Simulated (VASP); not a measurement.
A run of VASP 6.6.1 is set up as follows.

The input INCAR:

```
SYSTEM = VCrC2
PREC = Accurate
ENCUT = 520
EDIFF = 1E-7
ISMEAR = -1
SIGMA = 0.05
LREAL = .FALSE.
LASPH = .TRUE.
NELM = 150
ALGO = Fast
ISIF = 2
LWAVE = .FALSE.
LCHARG = .FALSE.
ISPIN = 2
MAGMOM = 3 2 0 0
LORBIT = 11
LMAXMIX = 4
LDAU = .TRUE.
LDAUTYPE = 2
LDAUL = 2 2 -1
LDAUU = 3 3 0
LDAUJ = 0 0 0
LDAUPRINT = 1
GGA = PS
NBANDS = 28
```

File KPOINTS:

```
regular mesh
0
G
  11 11 11
  0 0 0
```

File POSCAR:

```
VCrC2
1.0
    1.4606320425      0.8432963029      4.7393853233
   -1.4606320425      0.8432963029      4.7393853233
    0.0000000000     -1.6865926058      4.7393853233
Cr V C
1 1 2
Direct
    0.5000000000      0.5000000000      0.5000000000
    0.0000000000      0.0000000000      0.0000000000
    0.2487590000      0.2487590000      0.2487590000
    0.7512410000      0.7512410000      0.7512410000
```

Potentials or basis: VASP PAW PBE potentials, release 64 (Cr_pv, V_sv, C).

Command:

```bash
$ cat potpaw_PBE.64/Cr_pv/POTCAR potpaw_PBE.64/V_sv/POTCAR potpaw_PBE.64/C/POTCAR > POTCAR
$ mpirun -np 1 vasp_std > vasp.out
```

What does it give for the pressure?

7.2 GPa.

What does it give for the largest force?

0.572 eV/Å.

Eigenvalues of the final occupation matrices:
| site | spin | trace | eigenvalues |
| --- | --- | --- | --- |
| site 1 d | 1 | 3.37 | 0.49 0.49 0.77 0.77 0.83 |
| site 1 d | 2 | 1.02 | 0.12 0.12 0.13 0.33 0.33 |
| site 2 d | 1 | 1.47 | 0.20 0.21 0.21 0.43 0.43 |
| site 2 d | 2 | 1.66 | 0.28 0.29 0.29 0.40 0.40 |

Caveat: the stress differs along the axes, from 3 to 9 GPa; an empty level that is flat over the whole mesh can mark a ghost state of the potentials, or a narrow d or f band; the PAW data sets were made with another functional, which shifts forces and pressure a little; the U is typed as a test and isn't derived for this compound. The state reached can hang on the start; a lower one may exist.
